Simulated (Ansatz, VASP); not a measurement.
One calculation of Mg, two programs

The input INCAR:

```
PREC = Accurate
ENCUT = 520
EDIFF = 1E-6
ISMEAR = 0
SIGMA = 0.1
LREAL = False
LASPH = True
NELM = 60
ALGO = Normal
ISIF = 2
LWAVE = False
LCHARG = False
GGA = PE
NBANDS = 9
```

Contents of KPOINTS:

```
regular mesh
0
Gamma
  12 12 12
```

Contents of POSCAR:

```
Mg
1.0
    3.6711586697      0.0000000000      0.0000000000
    0.0000000000      3.6711586697      0.0000000000
    0.0000000000      0.0000000000      3.3075337023
Mg
2
Direct
    0.0000000000      0.0000000000      0.0000000000
    0.5000000000      0.5000000000      0.5000000000
```

Input for Ansatz:

```yaml
crystal:
  lattice:
    - [3.6711586697, 0.0, 0.0]
    - [0.0, 3.6711586697, 0.0]
    - [0.0, 0.0, 3.3075337023]
  atoms:
    - { symbol: Mg, position: [0.0, 0.0, 0.0] }
    - { symbol: Mg, position: [0.5, 0.5, 0.5] }
basis:
  ecutwfc: 420
kpoints:
  mp_grid: { grid: [12, 12, 12] }
hamiltonian:
  xc: pbe
scf:
  occupations: { method: gaussian, width: 0.1 }
output:
  forces: true
  stress: true
  eigenvalues: true
```

Change from the starting cell: strain along c alone, the other axes held, atoms relaxed: -3.0 %.

Alike in both runs: task single point; functional PBE; k mesh 12 × 12 × 12; occupations gaussian, width 0.1 eV; no spin polarisation.

|  | VASP | Ansatz |
| --- | --- | --- |
| version | VASP 6.6.1 | Ansatz 0.2.0 |
| potentials or method | VASP PAW PBE potentials, release 64 (Mg), cutoff 520 eV | scalar-relativistic, plane waves, PAW |
| valence electrons in the cell | 4 | 20 |

|  | VASP | Ansatz | Ansatz less VASP |
| --- | --- | --- | --- |
| gap on the k mesh at the Fermi level (eV) | none | none | - |
| pressure (GPa) | 1.0 | 1.2 | +0.13 |
| traceless stress, the component that is largest in VASP (GPa) | 0.12 | 0.13 | +0.003 |

A gap of «none» marks a metal or a gap that the smearing closes. VASP's potentials hold 4 valence electrons a cell and Ansatz's 20, so a difference there can come from the potentials and not from the codes.
